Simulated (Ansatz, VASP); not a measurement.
Two plane-wave programs on SnTe

```
CELL_PARAMETERS angstrom
2.23009 1.28754 3.64411
-2.23009 1.28754 3.64411
0.00000 -2.57508 3.64411
ATOMIC_POSITIONS crystal
Sn 0.01021 0.01021 0.01021
Te 0.51079 0.51079 0.51079
```

Alike in both runs: functional PBE; dispersion D3(BJ); k mesh 12 × 12 × 12; occupations gaussian, width 0.02 eV; no spin polarisation.

Ansatz relaxed the structure, and its values are those at the end. VASP's run is a single point on that final structure, the one shown.

```csv
,VASP,Ansatz
version,VASP 6.6.1,Ansatz 0.2.0
potentials or method,"VASP PAW PBE potentials, release 64 (Sn_d, Te), cutoff 520 eV","scalar-relativistic, plane waves, PAW"
valence electrons in the cell,20,30
```

|  | VASP | Ansatz | Ansatz less VASP |
| --- | --- | --- | --- |
| gap on the k mesh at the Fermi level (eV) | 0.08 | 0.08 | -0.001 |
| least direct gap on the mesh (eV) | 0.09 | 0.08 | 0.000 |
| pressure (GPa) | -0.1 | 0.0 | +0.07 |

VASP's potentials hold 20 valence electrons a cell and Ansatz's 30, so a difference there can come from the potentials and not from the codes. Ansatz's warnings: relaxed geometry near dispersion switch.

Neither program's run includes spin-orbit coupling.
